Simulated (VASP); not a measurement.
Mo2Pt: single point with PBE

The system is Mo2Pt.

```xyz
6
Lattice="4.3982 0.0000 0.0000 -2.1991 3.8089 0.0000 0.0000 0.0000 7.5409" Properties=species:S:1:pos:R:3 pbc="T T T"
Mo    0.0000    2.5393    0.5708
Mo    0.0000    2.5393    3.1996
Mo    2.1991    1.2696    6.9701
Mo    2.1991    1.2696    4.3413
Pt    0.0000    0.0000    0.0000
Pt    0.0000    0.0000    3.7704
```

* Program: VASP 6.6.1
* Task: single point
* Functional: PBE
* Potentials or basis: VASP PAW PBE potentials, release 64 (Mo_sv, Pt)
* Cutoff: 520 eV
* k mesh: 6 × 6 × 2
* Occupations: gaussian, width 0.1 eV
* Spin: no spin polarisation
* Dipole correction: no
* Further INCAR settings: ALGO = Normal; EDIFF = 1e-07; NBANDS = 47

The pressure is 0.0 GPa and the largest force is 0.721 eV/Å. The band gap on the k mesh is zero (band 38 reaches 8.16 eV, above the bottom of band 39 at 7.52 eV).

Forces in eV/Å, atoms in the order of the input:
```
Mo   0.000  0.000  0.721
Mo   0.000  0.000 -0.721
Mo   0.000  0.000 -0.721
Mo   0.000  0.000  0.721
Pt   0.000  0.000  0.000
Pt   0.000  0.000  0.000
```

Stress tensor (GPa, compression positive):
```
 2.41  0.00  0.00
 0.00  2.41  0.00
 0.00  0.00 -4.86
```

Levels at points of the mesh, in eV from the Fermi level:
| k point | band 34 | band 35 | band 36 | band 37 | band 38 | band 39 | band 40 | band 41 | band 42 | band 43 |
| --- | --- | --- | --- | --- | --- | --- | --- | --- | --- | --- |
| (0.00, 0.00, 0.00) | -1.10 | -0.97 | -0.31 | -0.22 | -0.22 | 0.03 | 0.03 | 0.20 | 0.20 | 0.90 |
| (0.50, 0.00, 0.00) | -1.20 | -0.66 | -0.64 | -0.15 | 0.01 | 0.22 | 0.60 | 0.88 | 1.22 | 1.43 |
| (0.00, 0.00, 0.50) | -1.71 | -0.17 | -0.17 | -0.12 | -0.12 | -0.12 | -0.12 | 0.69 | 0.69 | 0.69 |
| (0.50, 0.00, 0.50) | -1.59 | -0.59 | -0.59 | -0.46 | -0.46 | 0.60 | 0.60 | 0.94 | 0.94 | 1.69 |

Wall time 85 s on 1 thread of Intel(R) Xeon(R) Platinum 8488C (Sapphire Rapids) (shared host), peak memory 0.28 GiB.

Caveat: the k points lie up to 0.42 Å⁻¹ apart; spin-orbit coupling is left out, which moves the levels of the heavy elements.
